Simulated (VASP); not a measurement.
A run of VASP 6.6.1:

INCAR

```
SYSTEM = Si2W
  PREC = Accurate
  ENCUT = 520
  EDIFF = 1E-6
  ISMEAR = -1
  SIGMA = 0.08
  LREAL = .FALSE.
  LASPH = .TRUE.
  NELM = 100
  ALGO = Normal
  ISIF = 2
  LWAVE = .FALSE.
  LCHARG = .FALSE.
  GGA = CA
  NBANDS = 18
```

The input KPOINTS:

```
Automatic mesh
0
G
  14 14 14
  0 0 0
```

Contents of POSCAR:

```
Si2W
1.0
   -1.4133052739      1.4133052739      3.5525372885
    1.4133052739     -1.4133052739      3.5525372885
    1.4133052739      1.4133052739     -3.5525372885
W Si
1 2
Direct
    0.0000000000      0.0000000000      0.0000000000
    0.3302802986      0.3302802986      0.0000000000
   -0.3302802986     -0.3302802986      0.0000000000
```

Potentials or basis: VASP PAW LDA potentials, release 64 (W_sv, Si).

Run with:

```sh
$ cat potpaw_LDA.64/W_sv/POTCAR potpaw_LDA.64/Si/POTCAR > POTCAR
$ mpirun -np 1 vasp_std > vasp.out
```

Hardware: 1 thread of AMD EPYC 9R45 96-Core Processor (Zen 5) (shared host).

**Question.** How long does it take, and how much memory?

**Answer.** It took 62 s on 1 thread of AMD EPYC 9R45 96-Core Processor (Zen 5) (shared host), peak memory 0.22 GiB. Counts: scf iterations 11, k points 244.
